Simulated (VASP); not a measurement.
Set up this calculation in VASP 6.6.1, as the native input.

```yaml
Task: single point
Functional: PBE
Potentials_or_basis: VASP PAW PBE potentials, release 64 (Sr_sv, O)
Cutoff: 520 eV
k_mesh: 7 × 7 × 7
Occupations: fermi-dirac, width 0.0612256 eV
Spin: no spin polarisation
Dipole_correction: no
Further_INCAR_settings: ALGO = Normal; EDIFF = 1e-06; NBANDS = 63
```

The structure of Sr2O5 (cubic X2O5 type) lies in POSCAR:

```
Sr2O5
1.0
    5.8808197480      0.0000000000      0.0000000000
    0.0000000000      5.8808197480      0.0000000000
    0.0000000000      0.0000000000      5.8808197480
Sr O
4 10
Direct
    0.0000000000      0.0000000000      0.0000000000
    0.5000000000      0.5000000000      0.0000000000
    0.5000000000      0.0000000000      0.5000000000
    0.0000000000      0.5000000000      0.5000000000
    0.5000000000      0.0000000000      0.0000000000
    0.0000000000      0.5000000000      0.0000000000
    0.0000000000      0.0000000000      0.5000000000
    0.5000000000      0.5000000000      0.5000000000
    0.7500000000      0.7500000000      0.2500000000
    0.7500000000      0.2500000000      0.7500000000
    0.2500000000      0.7500000000      0.7500000000
    0.7500000000      0.2500000000      0.2500000000
    0.2500000000      0.7500000000      0.2500000000
    0.2500000000      0.2500000000      0.7500000000
```

One way to write it, as run:

INCAR

```
SYSTEM = Sr2O5
PREC = Accurate ; ENCUT = 520
EDIFF = 1E-6 ; ISMEAR = -1
SIGMA = 0.06122561905347299 ; LREAL = .False.
LASPH = .True. ; NELM = 60
ALGO = Normal ; ISIF = 2
LWAVE = .False. ; LCHARG = .True.
GGA = PE ; LELF = .True.
LVHAR = .True. ; NBANDS = 63
```

KPOINTS

```
regular mesh
0
Gamma
  7 7 7
  0 0 0
```

Potentials or basis: VASP PAW PBE potentials, release 64 (Sr_sv, O).

Run with:

```sh
$ cat potpaw_PBE.64/Sr_sv/POTCAR potpaw_PBE.64/O/POTCAR > POTCAR
$ mpirun -np 1 vasp_std > vasp.out
```

It gave:

```json
{"Pressure": "-2.5 GPa", "Band gap on the k mesh": "zero (bands 50 and 51 overlap by 0.17 eV)"}
```

Caveat: semilocal functionals underestimate gaps, so a narrow gap can read as zero.

It took 5.6 min on 1 thread of Intel(R) Xeon(R) Platinum 8559C (Emerald Rapids), on a shared host, peak memory 0.42 GiB.
